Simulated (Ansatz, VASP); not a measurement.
**One calculation of RbBr, two programs**

```
CELL_PARAMETERS angstrom
0.00000 3.46083 3.46083
3.46083 0.00000 3.46083
3.46083 3.46083 0.00000
ATOMIC_POSITIONS crystal
Rb 0.00000 0.00000 0.00000
Br 0.50000 0.50000 0.50000
```

Alike in both runs: task single point; functional r2SCAN; k mesh 6 × 6 × 6; no spin polarisation.

|  | VASP | Ansatz |
| --- | --- | --- |
| version | VASP 6.6.1 | Ansatz 0.2.0 |
| potentials or method | VASP PAW PBE potentials, release 64 (Rb_sv, Br) | plane waves, PAW |
| plane-wave cutoff (eV) | 520 | 500 |
| occupations | gaussian, width 0.01 eV | fixed |
| valence electrons in the cell | 16 | 16 |

```tsv
	VASP	Ansatz	Ansatz less VASP
gap on the k mesh at the Fermi level (eV)	4.89	4.89	0.000
pressure (GPa)	0.0	0.0	-0.02
```

VASP's potentials were made for PBE, not for r2SCAN.
